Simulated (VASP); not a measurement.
Here is a VASP 6.6.1 calculation.

The input INCAR:

```
ALGO = Normal
EDIFF = 1E-6
ENCUT = 520
GGA = PS
ISIF = 2
ISMEAR = -1
LASPH = T
LCHARG = F
LREAL = F
LWAVE = F
NBANDS = 8
NELM = 80
PREC = Accurate
SIGMA = 0.05
```

KPOINTS

```
k-points
0
Gamma
  8 8 8
```

The input POSCAR:

```
Sb
1.0
    2.8617181635      0.0000000000      0.0000000000
    0.0000000000      2.8617181635      0.0000000000
    0.0000000000      0.0000000000      2.8617181635
Sb
1
Direct
    0.0000000000      0.0000000000      0.0000000000
```

Potentials or basis: VASP PAW PBE potentials, release 64 (Sb).

Launch:

```bash
$ cat potpaw_PBE.64/Sb/POTCAR > POTCAR
$ mpirun -np 1 vasp_std > vasp.out
```

Q: Predict the pressure.

A: 20.6 GPa.

Caveat: the PAW data sets were made with another functional, which shifts forces and pressure a little.
